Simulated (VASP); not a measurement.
# O2 in VASP: notebook

Aim: see how the results for O2 move with the level of theory and the settings. Levels: PBEsol, LDA, HSE06, PBE. Tasks: single point, relaxation of the atoms.

Program: VASP 6.6.1. These are calculated values, not measurements. Logs are shortened: lines on timing, memory, paths and dates and some standing lists are left out, and cuts for length are marked.

## Step 1: The cell of the first run

The cell holds a molecule in a box, 2 atoms: a = 12.000 Å, b = 12.500 Å, c = 13.000 Å, α = 90.00°, β = 90.00°, γ = 90.00°.

## Step 2: Single point, PBEsol, collinear spin, ferromagnetic start

INCAR reads:

```
SYSTEM = O
PREC = Accurate
ENCUT = 910
EDIFF = 1E-6
ISMEAR = 0
SIGMA = 0.01
LREAL = .False.
LASPH = .True.
NELM = 200
ALGO = Normal
ISIF = 2
LWAVE = .False.
LCHARG = .True.
ISPIN = 2
MAGMOM = 1 1
LORBIT = 11
NUPDOWN = 2.0
GGA = PS
LELF = .True.
LVHAR = .True.
NBANDS = 17
GGA_COMPAT = .False.
NELMDL = -8
```

KPOINTS reads:

```
Automatic mesh
0
Gamma
  1 1 1
  0 0 0
```

POSCAR reads:

```
O
1.0
   12.0000000000      0.0000000000      0.0000000000
    0.0000000000     12.5000000000      0.0000000000
    0.0000000000      0.0000000000     13.0000000000
O
2
Direct
    0.4500000000      0.4700000000      0.4534263287
    0.4500000000      0.4700000000      0.5465736713
```

Potentials or basis: VASP PAW PBE potentials, release 64 (O_h).

Run with:

```console
> cat potpaw_PBE.64/O_h/POTCAR > POTCAR
> mpirun -np 1 vasp_gam > vasp.out
```

OUTCAR:

```text
SYSTEM = O
   PREC = Accurate
   ENCUT = 910
   EDIFF = 1E-6
   ISMEAR = 0
   LREAL = .False.
   LASPH = .True.
   NELM = 200
   ISIF = 2
   ISPIN = 2
   LORBIT = 11
   NUPDOWN = 2.0
   GGA = PS
   NELMDL = -8

 ion  position               nearest neighbor table
   1  0.450  0.470  0.453-   2 1.21
   2  0.450  0.470  0.547-   1 1.21

  LATTYP: Found a simple orthorhombic cell.
 ALAT       =    12.0000000000
 B/A-ratio  =     1.0416666667
 C/A-ratio  =     1.0833333333

  Lattice vectors:

 A1 = (  12.0000000000,   0.0000000000,   0.0000000000)
 A2 = (   0.0000000000,  12.5000000000,   0.0000000000)
 A3 = (   0.0000000000,   0.0000000000,  13.0000000000)

Analysis of symmetry for initial positions (statically):
=====================================================================
 Subroutine PRICEL returns:
 Original cell was already a primitive cell.

 Routine SETGRP: Setting up the symmetry group for a
 simple orthorhombic supercell.

 Subroutine GETGRP returns: Found  8 space group operations
 (whereof  2 operations were pure point group operations)
 out of a pool of  8 trial point group operations.

The static configuration has the point symmetry C_1h.
 The point group associated with its full space group is D_2h.

Analysis of symmetry for dynamics (positions and initial velocities):
=====================================================================
 Subroutine PRICEL returns:
 Original cell was already a primitive cell.

 Routine SETGRP: Setting up the symmetry group for a
 simple orthorhombic supercell.

 Subroutine GETGRP returns: Found  8 space group operations
 (whereof  2 operations were pure point group operations)
 out of a pool of  8 trial point group operations.

The dynamic configuration has the point symmetry C_1h.
 The point group associated with its full space group is D_2h.

Analysis of structural, dynamic, and magnetic symmetry:
=====================================================================
 Subroutine PRICEL returns:
 Original cell was already a primitive cell.

 Routine SETGRP: Setting up the symmetry group for a
 simple orthorhombic supercell.

 Subroutine GETGRP returns: Found  8 space group operations
 (whereof  2 operations were pure point group operations)
 out of a pool of  8 trial point group operations.

The overall configuration has the point symmetry C_1h.
 The point group associated with its full space group is D_2h.

 Subroutine INISYM returns: Found  8 space group operations
[... 93 lines left out ...]
     AMIX_MAG =   1.60;   BMIX_MAG =  1.00
  volume/ion in A,a.u.               =     975.00      6579.62
  Fermi-wavevector in a.u.,A,eV,Ry     =   0.300002  0.566921  1.224538  0.090001
  Thomas-Fermi vector in A             =   1.167927
   LORBIT       =     11    0 simple, 1 ext, 2 COOP (PROOUT), +10 PAW based schemes
   GGA     = PS    functional components
   LHFCALC =     F    Hartree Fock is set to
   AEXX    =    0.0000 exact exchange contribution
   IVDW    =     0    specifies the selected vdW correction
   LEPSILON=     F    determine dielectric tensor
   LRPA    =     F    only Hartree local field effects (RPA)
 spin polarized calculation
 Gauss-broadening in eV      SIGMA  =   0.01
  energy-cutoff  :      910.00
  volume of cell :     1950.00
 maximum number of plane-waves:     60787
 NGX is ok and might be reduce to   120
   NGX = 59   NGY = 61   NGZ = 63

 number of electron      12.0000000 magnetization       1.9999998

 Free energy of the ion-electron system (eV)
  ---------------------------------------------------
  ext. energy  EPLUGINS =         0.00000000
  ---------------------------------------------------
  free energy    TOTEN  =       -10.45073262 eV

  energy without entropy =      -10.45073262  energy(sigma->0) =      -10.45073262

 E-fermi : -11.5431     XC(G=0):  -0.2931

 val. band max:       -6.6951208850   @ k =   0.0000   0.0000   0.0000
 cond. band min:      -4.4244303992   @ k =   0.0000   0.0000   0.0000
 fundamental gap:      2.2706904858
 Fermi energy:        -6.6395834142

 spin component 1

 k-point     1 :       0.0000    0.0000    0.0000
  band No.  band energies     occupation
      1     -32.7849      1.00000
      2     -20.3456      1.00000
      3     -13.4858      1.00000
      4     -13.4295      1.00000
      5     -13.4294      1.00000
      6      -6.6952      1.00000
[... 9 lines left out ...]
     16       1.6272      0.00000
     17       1.6698      0.00000
 Fermi energy:       -11.5430948886

 spin component 2

 k-point     1 :       0.0000    0.0000    0.0000
  band No.  band energies     occupation
      1     -31.5521      1.00000
      2     -18.5622      1.00000
      3     -12.4627      1.00000
      4     -11.5907      1.00000
      5     -11.5907      1.00000
      6      -4.4244      0.00000
[... 9 lines left out ...]
     16       1.6809      0.00000
     17       1.7266      0.00000

------------------------ aborting loop because EDIFF is reached ----------------------------------------

  FORCE on cell =-STRESS in cart. coord.  units (eV):
  Direction    XX          YY          ZZ          XY          YZ          ZX
  --------------------------------------------------------------------------------------
  -------------------------------------------------------------------------------------
  Total       -0.1299430     -0.1283942      0.0588819      0.0000000      0.0000000      0.0000000
  in kB       -0.1067650     -0.1054924      0.0483791      0.0000000      0.0000000      0.0000000
  external PRESSURE =      -0.0546261 kB  Pullay stress =       0.0000000 kB

 VOLUME and BASIS-vectors are now :
 -----------------------------------------------------------------------------
  energy-cutoff  :      910.00
  volume of cell :     1950.00
      direct lattice vectors                 reciprocal lattice vectors
    12.000000000  0.000000000  0.000000000     0.083333333  0.000000000  0.000000000
     0.000000000 12.500000000  0.000000000     0.000000000  0.080000000  0.000000000
     0.000000000  0.000000000 13.000000000     0.000000000  0.000000000  0.076923077

 POSITION                                       TOTAL-FORCE (eV/Angst)
 -----------------------------------------------------------------------------------
      5.40000      5.87500      5.89454         0.000000      0.000000     -0.139058
      5.40000      5.87500      7.10546         0.000000      0.000000      0.139058
 -----------------------------------------------------------------------------------
    total drift:                                0.000000      0.000009      0.000001

  FREE ENERGIE OF THE ION-ELECTRON SYSTEM (eV)
  ---------------------------------------------------
  free  energy   TOTEN  =       -10.4507326154 eV

  energy  without entropy=      -10.4507326154  energy(sigma->0) =      -10.45073262

 total charge

# of ion       s       p       d       tot
------------------------------------------
    1        1.083   2.220   0.000   3.303
    2        1.083   2.220   0.000   3.303
--------------------------------------------------
tot          2.167   4.440   0.000   6.606

 magnetization (x)

# of ion       s       p       d       tot
------------------------------------------
    1        0.013   0.607   0.000   0.620
    2        0.013   0.607   0.000   0.620
--------------------------------------------------
tot          0.026   1.214   0.000   1.240
```

OSZICAR:

```text
N       E                     dE             d eps       ncg     rms          rms(c)
DAV:   1     0.141349358149E+03    0.14135E+03   -0.29692E+03    84   0.533E+02
DAV:   2     0.498750463852E+02   -0.91474E+02   -0.89356E+02   119   0.635E+01
[... 18 lines left out ...]
DAV:  21    -0.104506846776E+02   -0.27228E-04   -0.82259E-07    70   0.541E-03    0.526E-04
DAV:  22    -0.104507129827E+02   -0.28305E-04   -0.10394E-06    69   0.496E-03    0.336E-04
DAV:  23    -0.104507246949E+02   -0.11712E-04   -0.39972E-07    70   0.327E-03    0.200E-04
DAV:  24    -0.104507286132E+02   -0.39183E-05   -0.72573E-08    70   0.197E-03    0.140E-04
DAV:  25    -0.104507318796E+02   -0.32664E-05   -0.43238E-08    70   0.112E-03    0.743E-05
DAV:  26    -0.104507326154E+02   -0.73580E-06    0.14946E-08    78   0.603E-04
   1 F= -.10450733E+02 E0= -.10450733E+02  d E =-.794916E-12  mag=     2.0000
```

Wall time 11 min (1 thread of Intel Xeon Platinum 8559C (Emerald Rapids), shared host); peak memory 4 GiB.

Results:

```yaml
Free_energy: -10.4507 eV
Largest_force: 0.139 eV/Å
Net_moment: 2.00 μB per cell
Site_moments: O +0.62 μB
Valence_electrons_inside_the_program's_atomic_spheres: O 3.30
```

Forces in eV/Å, atoms in the order of the input:
```
O    0.000  0.000 -0.139
O    0.000  0.000  0.139
```

Caveat: the cutoff is under 1.25 times the usual one of these potentials, so pressure, stress and relaxed cells hold a basis-set (Pulay) error; the PAW data sets were made with another functional, which shifts forces and pressure a little; the total moment is fixed, so each spin has its own Fermi level.

## Step 3: Single point, LDA, collinear spin, ferromagnetic start

INCAR reads:

```
PREC = Accurate ; ENCUT = 910
EDIFF = 1E-6 ; ISMEAR = 0
SIGMA = 0.01 ; LREAL = False
LASPH = True ; NELM = 200
ALGO = Normal ; ISIF = 2
LWAVE = False ; LCHARG = True
ISPIN = 2 ; MAGMOM = 1 1
LORBIT = 11 ; NUPDOWN = 2.0
GGA = CA ; LELF = True
LVHAR = True ; NBANDS = 17
GGA_COMPAT = False ; NELMDL = -8
```

KPOINTS reads:

```
regular mesh
0
Gamma
  1 1 1
```

POSCAR reads:

```
O
1.0
   12.0000000000      0.0000000000      0.0000000000
    0.0000000000     12.5000000000      0.0000000000
    0.0000000000      0.0000000000     13.0000000000
O
2
Direct
    0.4500000000      0.4700000000      0.4538277090
    0.4500000000      0.4700000000      0.5461722910
```

Potentials or basis: VASP PAW LDA potentials, release 64 (O_h).

Run with:

```console
> cat potpaw_LDA.64/O_h/POTCAR > POTCAR
> mpirun -np 1 vasp_gam > vasp.out
```

It took 5 min on 1 thread of Intel Xeon 6975P-C (Granite Rapids), shared host; peak memory 2.2 GiB.

Results (log left out):

```
Free energy                                           : -10.6642 eV
Largest force                                         : 0.394 eV/Å
Net moment                                            : 2.00 μB per cell
Site moments                                          : O +0.62 μB
Valence electrons inside the program's atomic spheres : O 3.31
```

Forces in eV/Å, atoms in the order of the input:
```
O    0.000  0.000 -0.394
O    0.000  0.000  0.394
```

Caveat: the cutoff is under 1.25 times the usual one of these potentials, so pressure, stress and relaxed cells hold a basis-set (Pulay) error; the total moment is fixed, so each spin has its own Fermi level.

## Step 4: Single point, HSE06, collinear spin, ferromagnetic start

POSCAR reads:

```
O
1.0
   12.0000000000      0.0000000000      0.0000000000
    0.0000000000     12.5000000000      0.0000000000
    0.0000000000      0.0000000000     13.0000000000
O
2
Direct
    0.4500000000      0.4700000000      0.4541593776
    0.4500000000      0.4700000000      0.5458406224
```

INCAR.step1 reads:

```
ALGO = Normal
EDIFF = 1E-5
ENCUT = 520
GGA = PE
ISIF = 2
ISMEAR = 0
ISPIN = 2
LASPH = T
LCHARG = F
LORBIT = 11
LREAL = F
LWAVE = T
MAGMOM = 1 1
NBANDS = 17
NELM = 150
NUPDOWN = 2.0
PREC = Accurate
SIGMA = 0.01
```

INCAR.step2 reads:

```
ALGO = Normal
EDIFF = 1E-6
ENCUT = 520
GGA = PE
HFSCREEN = 0.2079
ISIF = 2
ISMEAR = 0
ISPIN = 2
ISTART = 1
LASPH = T
LCHARG = F
LHFCALC = T
LORBIT = 11
LREAL = F
LWAVE = F
MAGMOM = 1 1
NBANDS = 17
NELM = 150
NUPDOWN = 2.0
PREC = Accurate
PRECFOCK = Normal
SIGMA = 0.01
```

KPOINTS reads:

```
k-points
0
Gamma
  1 1 1
```

Potentials or basis: VASP PAW PBE potentials, release 64 (O).

Run with:

```console
> cat potpaw_PBE.64/O/POTCAR > POTCAR
> cp INCAR.step1 INCAR
> mpirun -np 1 vasp_gam > vasp.out
> cp INCAR.step2 INCAR
> mpirun -np 1 vasp_gam > vasp.out
```

OUTCAR:

```text
EDIFF = 1E-6
   ENCUT = 520
   GGA = PE
   HFSCREEN = 0.2079
   ISIF = 2
   ISMEAR = 0
   ISPIN = 2
   ISTART = 1
   LASPH = T
   LHFCALC = T
   LORBIT = 11
   LREAL = F
   NELM = 150
   NUPDOWN = 2.0
   PREC = Accurate
   PRECFOCK = Normal

 ion  position               nearest neighbor table
   1  0.450  0.470  0.454-   2 1.19
   2  0.450  0.470  0.546-   1 1.19

  LATTYP: Found a simple orthorhombic cell.
[... 245 lines left out ...]
  in kB       -0.0588289     -0.0579418      1.5836520     -0.0000000      0.0000000      0.0000000
  external PRESSURE =       0.4889604 kB  Pullay stress =       0.0000000 kB

 VOLUME and BASIS-vectors are now :
 -----------------------------------------------------------------------------
  energy-cutoff  :      520.00
  volume of cell :     1950.00
      direct lattice vectors                 reciprocal lattice vectors
    12.000000000  0.000000000  0.000000000     0.083333333  0.000000000  0.000000000
     0.000000000 12.500000000  0.000000000     0.000000000  0.080000000  0.000000000
     0.000000000  0.000000000 13.000000000     0.000000000  0.000000000  0.076923077

 POSITION                                       TOTAL-FORCE (eV/Angst)
 -----------------------------------------------------------------------------------
      5.40000      5.87500      5.90407         0.000000      0.000000     -1.690049
      5.40000      5.87500      7.09593         0.000000      0.000000      1.690049
 -----------------------------------------------------------------------------------
    total drift:                               -0.000000      0.000053      0.000001

  FREE ENERGIE OF THE ION-ELECTRON SYSTEM (eV)
  ---------------------------------------------------
  free  energy   TOTEN  =       -13.9472133173 eV

  energy  without entropy=      -13.9472133173  energy(sigma->0) =      -13.94721332

 total charge

# of ion       s       p       d       tot
------------------------------------------
    1        1.619   3.350   0.000   4.968
    2        1.619   3.350   0.000   4.968
--------------------------------------------------
tot          3.238   6.699   0.000   9.937

 magnetization (x)

# of ion       s       p       d       tot
------------------------------------------
    1        0.014   0.813   0.000   0.827
    2        0.014   0.813   0.000   0.827
--------------------------------------------------
tot          0.028   1.625   0.000   1.653
```

OUTCAR.step1:

```text
EDIFF = 1E-5
   ENCUT = 520
   GGA = PE
   ISIF = 2
   ISMEAR = 0
   ISPIN = 2
   LASPH = T
[... 270 lines left out ...]

  energy  without entropy=       -9.8161780168  energy(sigma->0) =       -9.81617802

 total charge

# of ion       s       p       d       tot
------------------------------------------
    1        1.613   3.340   0.000   4.952
    2        1.613   3.340   0.000   4.952
--------------------------------------------------
tot          3.225   6.679   0.000   9.904

 magnetization (x)

# of ion       s       p       d       tot
------------------------------------------
    1        0.010   0.793   0.000   0.803
    2        0.010   0.793   0.000   0.803
--------------------------------------------------
tot          0.020   1.587   0.000   1.607
```

Run time: 18 min. Hardware: 1 thread of Intel Xeon Platinum 8259CL at 2.50GHz (Skylake/Cascade Lake), shared host; peak memory 2 GiB.

Results:

```
Free energy                                           : -13.9472 eV
Largest force                                         : 1.690 eV/Å
Net moment                                            : 2.00 μB per cell
Site moments                                          : O +0.83 μB
Valence electrons inside the program's atomic spheres : O 4.97
```

Forces on the atoms (eV/Å):
```
O    0.000  0.000 -1.690
O    0.000  0.000  1.690
```

Caveat: the standard files for N, O and F lose accuracy on very short bonds; the PAW data sets were made with another functional, which shifts forces and pressure a little; the total moment is fixed, so each spin has its own Fermi level.

(Continued in part 2 of 2.)
